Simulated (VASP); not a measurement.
# CaTiO5 (C2/c) in VASP: single point with PBE

Aim: the single point of CaTiO5 with PBE.

All numbers are computed with VASP 6.6.1; they aren't measurements. Logs are shortened: lines on timing, memory, paths and dates and some standing lists are left out, and cuts for length are marked.

### Step 1. The cell of the first run

Symmetry: C2/c, No. 15, monoclinic system. The conventional cell has a = 8.589 Å, b = 6.264 Å, c = 7.288 Å, α = 90.00°, β = 115.02°, γ = 90.00°. Ti (site symmetry -1) has 6 O at 1.79 to 1.91 Å within 2.4 Å. O (site symmetry 2) has 2 Ti at 1.91 Å and 1 Ca at 2.30 Å and 2 O at 2.47 Å within 2.5 Å. Within 2.7 Å of O (site symmetry 1) lie 1 Ti at 1.90 Å and 2 Ca at 2.18 to 2.31 Å and 4 O at 2.47 to 2.64 Å. Within 2.4 Å of O (site symmetry 1) lie 1 Ti at 1.79 Å and 1 Ca at 2.11 Å. Within 2.8 Å of Ca (site symmetry 2) lie 7 O at 2.11 to 2.31 Å.

### Step 2. Single point, PBE

The input, INCAR:

```
SYSTEM = CaTiO5
PREC = Accurate ; ENCUT = 520
EDIFF = 1E-6 ; ISMEAR = -1
SIGMA = 0.0184 ; LREAL = .FALSE.
LASPH = .TRUE. ; NELM = 100
ALGO = Normal ; ISIF = 2
LWAVE = .FALSE. ; LCHARG = .TRUE.
GGA = PE ; LELF = .TRUE.
LVHAR = .TRUE. ; NBANDS = 65
```

The input, KPOINTS:

```
regular mesh
0
G
  5 5 4
  0 0 0
```

The input, POSCAR:

```
CaTiO5
1.0
    2.7502270000      3.1318550000      3.2984580000
    2.7502270000     -3.1318550000      3.2984580000
    3.0986520000      0.0000000000     -6.5969160000
Ti O Ca
2 10 2
Direct
    0.0000000000      0.0000000000      0.0000000000
    0.0000000000      0.0000000000      0.5000000000
    0.9096000000      0.0904000000      0.7500000000
    0.0904000000      0.9096000000      0.2500000000
    0.7118000000      0.3104000000      0.4691000000
    0.6896000000      0.2882000000      0.0309000000
    0.2882000000      0.6896000000      0.5309000000
    0.3104000000      0.7118000000      0.9691000000
    0.7505000000      0.7917000000      0.3818000000
    0.2083000000      0.2495000000      0.1182000000
    0.2495000000      0.2083000000      0.6182000000
    0.7917000000      0.7505000000      0.8818000000
    0.5418000000      0.4582000000      0.7500000000
    0.4582000000      0.5418000000      0.2500000000
```

Potentials or basis: VASP PAW PBE potentials, release 64 (Ti_sv, O, Ca_sv).

Run with:

```bash
> cat potpaw_PBE.64/Ti_sv/POTCAR potpaw_PBE.64/O/POTCAR potpaw_PBE.64/Ca_sv/POTCAR > POTCAR
> mpirun -np 1 vasp_std > vasp.out
```

OUTCAR:

```text
SYSTEM = CaTiO5
   PREC = Accurate
   ENCUT = 520
   EDIFF = 1E-6
   ISMEAR = -1
   LREAL = .FALSE.
   LASPH = .TRUE.
   NELM = 100
   ISIF = 2
   GGA = PE

 ion  position               nearest neighbor table
   1  0.000  0.000  0.000-  10 1.79  12 1.79   6 1.90   8 1.90   3 1.91   4 1.91
   2  0.000  0.000  0.500-   9 1.79  11 1.79   5 1.90   7 1.90   3 1.91   4 1.91
   3  0.910  0.090  0.750-   1 1.91   2 1.91  13 2.30
   4  0.090  0.910  0.250-   1 1.91   2 1.91  14 2.30
   5  0.712  0.310  0.469-   2 1.90  14 2.18  13 2.31
   6  0.690  0.288  0.031-   1 1.90  14 2.18  13 2.31
   7  0.288  0.690  0.531-   2 1.90  13 2.18  14 2.31
   8  0.310  0.712  0.969-   1 1.90  13 2.18  14 2.31
   9  0.751  0.792  0.382-   2 1.79  14 2.11
  10  0.208  0.249  0.118-   1 1.79  14 2.11
  11  0.249  0.208  0.618-   2 1.79  13 2.11
  12  0.792  0.751  0.882-   1 1.79  13 2.11
  13  0.542  0.458  0.750-  11 2.11  12 2.11   7 2.18   8 2.18   3 2.30   5 2.31   6 2.31
  14  0.458  0.542  0.250-   9 2.11  10 2.11   5 2.18   6 2.18   4 2.30   7 2.31   8 2.31

  LATTYP: Found a base centered monoclinic cell.
 ALAT       =     8.5891964070
 B/A-ratio  =     0.7292544847
 C/A-ratio  =     0.8485557137
 COS(beta)  =    -0.4229174357

  Lattice vectors:

 A1 = (   2.7502270000,   3.1318550000,   3.2984580000)
 A2 = (   2.7502270000,  -3.1318550000,   3.2984580000)
 A3 = (   3.0986520000,   0.0000000000,  -6.5969160000)

Analysis of symmetry for initial positions (statically):
=====================================================================
 Subroutine PRICEL returns:
 Original cell was already a primitive cell.

 Routine SETGRP: Setting up the symmetry group for a
 base centered monoclinic supercell.

 Subroutine GETGRP returns: Found  4 space group operations
 (whereof  2 operations were pure point group operations)
 out of a pool of  4 trial point group operations.

The static configuration has the point symmetry S_2 .
 The point group associated with its full space group is C_2h.

Analysis of symmetry for dynamics (positions and initial velocities):
=====================================================================
 Subroutine PRICEL returns:
 Original cell was already a primitive cell.

 Routine SETGRP: Setting up the symmetry group for a
 base centered monoclinic supercell.

 Subroutine GETGRP returns: Found  4 space group operations
 (whereof  2 operations were pure point group operations)
 out of a pool of  4 trial point group operations.

The dynamic configuration has the point symmetry S_2 .
 The point group associated with its full space group is C_2h.

 Subroutine INISYM returns: Found  4 space group operations
 (whereof  2 operations are pure point group operations),
 and found     1 'primitive' translations

----------------------------------------------------------------------------------------

                                     Primitive cell

  volume of cell :     177.6626

  direct lattice vectors                    reciprocal lattice vectors
     2.750227000  3.131855000  3.298458000     0.116291159  0.159649792  0.054623377
     2.750227000 -3.131855000  3.298458000     0.116291159 -0.159649792  0.054623377
     3.098652000  0.000000000 -6.596916000     0.116291159  0.000000000 -0.096962606

  length of vectors
     5.315269464  5.315269464  7.288411688     0.204927800  0.204927800  0.151411296

  position of ions in fractional coordinates (direct lattice)
     0.000000000  0.000000000  0.000000000
     0.000000000  0.000000000  0.500000000
     0.909600000  0.090400000  0.750000000
     0.090400000  0.909600000  0.250000000
     0.711800000  0.310400000  0.469100000
     0.689600000  0.288200000  0.030900000
     0.288200000  0.689600000  0.530900000
     0.310400000  0.711800000  0.969100000
     0.750500000  0.791700000  0.381800000
     0.208300000  0.249500000  0.118200000
     0.249500000  0.208300000  0.618200000
     0.791700000  0.750500000  0.881800000
     0.541800000  0.458200000  0.750000000
     0.458200000  0.541800000  0.250000000

  ion indices of the primitive-cell ions
   primitive index   ion index
                 1           1
                 2           2
                 3           3
                 4           4
                 5           5
                 6           6
                 7           7
                 8           8
                 9           9
                10          10
                11          11
                12          12
                13          13
                14          14

----------------------------------------------------------------------------------------

 KPOINTS: regular mesh

Automatic generation of k-mesh.
 Grid dimensions read from file:
 generate k-points for:    5    5    4

 Generating k-lattice:

  Cartesian coordinates                     Fractional coordinates (reciprocal lattice)
     0.023258232  0.031929958  0.010924675     0.200000000 -0.000000000  0.000000000
     0.023258232 -0.031929958  0.010924675    -0.000000000  0.200000000  0.000000000
     0.029072790  0.000000000 -0.024240652     0.000000000  0.000000000  0.250000000

  Length of vectors
     0.040985560  0.040985560  0.037852824

  Shift w.r.t. Gamma in fractional coordinates (k-lattice)
     0.000000000  0.000000000  0.000000000

 Subroutine IBZKPT returns following result:
 ===========================================

 Found     33 irreducible k-points:

 Following reciprocal coordinates:
            Coordinates               Weight
  0.000000  0.000000  0.000000      1.000000
  0.200000  0.000000  0.000000      4.000000
  0.400000 -0.000000 -0.000000      4.000000
  0.200000  0.200000  0.000000      2.000000
  0.400000  0.200000 -0.000000      4.000000
 -0.400000  0.200000  0.000000      4.000000
[... 16 lines left out ...]
 -0.200000 -0.400000  0.250000      4.000000
 -0.200000 -0.200000  0.250000      2.000000
 [... further k-points ...]
   k-points           NKPTS =     33   k-points in BZ     NKDIM =     33   number of bands    NBANDS=     65
   number of dos      NEDOS =    301   number of ions     NIONS =     14
   total plane-waves  NPLWV =  86400
   dimension x,y,z NGX =    40 NGY =   40 NGZ =   54
   dimension x,y,z NGXF=    80 NGYF=   80 NGZF=  108
   ions per type =               2  10   2
   NGX,Y,Z   is equivalent  to a cutoff of  12.51, 12.51, 12.32 a.u.
   NGXF,Y,Z  is equivalent  to a cutoff of  25.02, 25.02, 24.63 a.u.
 SYSTEM =  CaTiO5
   PREC   = accura    normal or accurate (medium, high low for compatibility)
   ISTART =      0    job   : 0-new  1-cont  2-samecut
   ICHARG =      2    charge: 1-file 2-atom 10-const
   ISPIN  =      1    spin polarized calculation?
   LNONCOLLINEAR =      F non collinear calculations
   LSORBIT =      F    spin-orbit coupling
   LASPH  =      T    aspherical Exc in radial PAW
   ENCUT  =  520.0 eV  38.22 Ry    6.18 a.u.   9.88  9.88 13.55*2*pi/ulx,y,z
   NELM   =    100;   NELMIN=  2; NELMDL= -5     # of ELM steps
   EDIFF  = 0.1E-05   stopping-criterion for ELM
   LREAL  =      F    real-space projection
   EDIFFG = 0.1E-04   stopping-criterion for IOM
   NSW    =      0    number of steps for IOM
   IBRION =     -1    ionic relax: 0-MD 1-quasi-New 2-CG
   NFREE  =      0    steps in history (QN), initial steepest desc. (CG)
   ISIF   =      2    stress and relaxation
   ISYM   =      2    0-nonsym 1-usesym 2-fastsym
   POTIM  = 0.5000    time-step for ionic-motion
   TEBEG  =    0.0;   TEEND  =   0.0 temperature during run
   PSTRESS=    0.0 pullay stress
   NELECT =     104.0000    total number of electrons
   NUPDOWN=      -1.0000    fix difference up-down
   EMIN   =  10.00;   EMAX   =-10.00  energy-range for DOS
   EFERMI =   0.00;   METHOD = LEGACY
   ISMEAR =    -1;   SIGMA  =   0.02  broadening in eV -4-tet -1-fermi 0-gaus
   EFERMI_NEDOS =   21; number of points for ismear=-14 and -15
   IALGO  =     38    algorithm
   IMIX   =      4    mixing-type and parameters
     AMIX     =   0.40;   BMIX     =  1.00
     AMIX_MAG =   1.60;   BMIX_MAG =  1.00
  volume/ion in A,a.u.               =      12.69        85.64
  Fermi-wavevector in a.u.,A,eV,Ry     =   1.369475  2.587932 25.517191  1.875461
  Thomas-Fermi vector in A             =   2.495347
   LORBIT       =      0    0 simple, 1 ext, 2 COOP (PROOUT), +10 PAW based schemes
   GGA     = PE    functional components
   LHFCALC =     F    Hartree Fock is set to
   AEXX    =    0.0000 exact exchange contribution
   IVDW    =     0    specifies the selected vdW correction
   LEPSILON=     F    determine dielectric tensor
   LRPA    =     F    only Hartree local field effects (RPA)
 non-spin polarized calculation
  energy-cutoff  :      520.00
  volume of cell :      177.66
 maximum number of plane-waves:      4802
   NGX = 19   NGY = 19   NGZ = 27

 number of electron     103.9999992 magnetization

 Free energy of the ion-electron system (eV)
  ---------------------------------------------------
  ext. energy  EPLUGINS =         0.00000000
  ---------------------------------------------------
  free energy    TOTEN  =       -86.99173538 eV

  energy without entropy =      -86.96445069  energy(sigma->0) =      -86.97809303

 E-fermi :   0.4902     XC(G=0):  -9.9291

 val. band max:        0.4893179493   @ k =   0.4000   0.2000   0.2500
 cond. band min:       0.4926451209   @ k =   0.4000   0.0000   0.5000
 fundamental gap:      0.0033271716
 Fermi energy:         0.4902380025

 k-point     1 :       0.0000    0.0000    0.0000
  band No.  band energies     occupation
      1     -54.5469      2.00000
      2     -54.5426      2.00000
      3     -35.1791      2.00000
      4     -35.1556      2.00000
      5     -31.0812      2.00000
      6     -31.0763      2.00000
[... 56 lines left out ...]
     63       7.5509      0.00000
     64       8.6571      0.00000

 k-point     2 :       0.2000    0.0000    0.0000
  band No.  band energies     occupation
      1     -54.5468      2.00000
      2     -54.5426      2.00000
      3     -35.1792      2.00000
      4     -35.1555      2.00000
      5     -31.0813      2.00000
      6     -31.0763      2.00000
[... 56 lines left out ...]
     63       7.6168      0.00000
     64       8.8372      0.00000

 k-point     3 :       0.4000   -0.0000   -0.0000
  band No.  band energies     occupation
      1     -54.5468      2.00000
      2     -54.5426      2.00000
      3     -35.1794      2.00000
      4     -35.1553      2.00000
      5     -31.0814      2.00000
      6     -31.0765      2.00000
[... 1396 lines left out ...]
     63       7.8456      0.00000
     64       8.7041      0.00000

 k-point    24 :      -0.2000   -0.2000    0.2500
  band No.  band energies     occupation
      1     -54.5462      2.00000
      2     -54.5432      2.00000
      3     -35.1757      2.00000
      4     -35.1589      2.00000
      5     -31.0804      2.00000
      6     -31.0773      2.00000
[... 56 lines left out ...]
     63       7.7637      0.00000
     64       8.6234      0.00000

 [... further k-points ...]

 [bands above 64 left out]

------------------------ aborting loop because EDIFF is reached ----------------------------------------

  FORCE on cell =-STRESS in cart. coord.  units (eV):
  Direction    XX          YY          ZZ          XY          YZ          ZX
  --------------------------------------------------------------------------------------
  -------------------------------------------------------------------------------------
  Total       31.2898579     17.1256442     23.4942438      0.0000000      0.0000000      4.3824585
  in kB      282.1748284    154.4406411    211.8732602      0.0000000      0.0000000     39.5214153
  external PRESSURE =     216.1629099 kB  Pullay stress =       0.0000000 kB

 VOLUME and BASIS-vectors are now :
 -----------------------------------------------------------------------------
  energy-cutoff  :      520.00
  volume of cell :      177.66
      direct lattice vectors                 reciprocal lattice vectors
     2.750227000  3.131855000  3.298458000     0.116291159  0.159649792  0.054623377
     2.750227000 -3.131855000  3.298458000     0.116291159 -0.159649792  0.054623377
     3.098652000  0.000000000 -6.596916000     0.116291159  0.000000000 -0.096962606

 POSITION                                       TOTAL-FORCE (eV/Angst)
 -----------------------------------------------------------------------------------
      0.00000      0.00000      0.00000        -0.000000      0.000000     -0.000000
      1.54933      0.00000     -3.29846        -0.000000      0.000000     -0.000000
      5.07422      2.56562     -1.64923        -0.000000      0.839407     -0.000000
      3.52489     -2.56562      1.64923        -0.000000     -0.839407     -0.000000
      4.26486      1.25713      0.27707        -0.044053      0.348212      0.372685
      2.78492      1.25713      3.02139         0.044053      0.348212     -0.372685
      4.33425     -1.25713     -0.27707         0.044053     -0.348212     -0.372685
      5.81419     -1.25713     -3.02139        -0.044053     -0.348212      0.372685
      5.42447     -0.12903      2.56818        -0.829077     -0.037147     -0.368843
      1.62531     -0.12903      0.73028         0.829077     -0.037147      0.368843
      3.17464      0.12903     -2.56818         0.829077      0.037147      0.368843
      6.97379      0.12903     -0.73028        -0.829077      0.037147     -0.368843
      5.07422      0.26182     -1.64923        -0.000000      0.919654     -0.000000
      3.52489     -0.26182      1.64923        -0.000000     -0.919654     -0.000000
 -----------------------------------------------------------------------------------
    total drift:                               -0.000000     -0.000000     -0.000000

  FREE ENERGIE OF THE ION-ELECTRON SYSTEM (eV)
  ---------------------------------------------------
  free  energy   TOTEN  =       -86.9917353837 eV

  energy  without entropy=      -86.9644506857  energy(sigma->0) =      -86.97809303
```

It took 9.2 min on 1 thread of Intel Xeon Platinum 8375C at 2.90GHz (Ice Lake), shared host; peak memory 0.46 GiB.

What came out:

```
Free energy            : -86.9917 eV
Pressure               : 21.6 GPa
Largest force          : 0.920 eV/Å
Band gap on the k mesh : zero (bands 52 and 53 overlap by 0.38 eV)
```

Forces in eV/Å, atoms in the order of the input:
```
Ti   0.000  0.000  0.000
Ti   0.000  0.000  0.000
O    0.000  0.839  0.000
O    0.000 -0.839  0.000
O   -0.044  0.348  0.373
O    0.044  0.348 -0.373
O    0.044 -0.348 -0.373
O   -0.044 -0.348  0.373
O   -0.829 -0.037 -0.369
O    0.829 -0.037  0.369
O    0.829  0.037  0.369
O   -0.829  0.037 -0.369
Ca   0.000  0.920  0.000
Ca   0.000 -0.920  0.000
```

Caveat: the stress differs along the axes, from 15 to 28 GPa; semilocal functionals often make such compounds metallic where correlation or magnetic order opens a gap, which also shifts bond lengths.
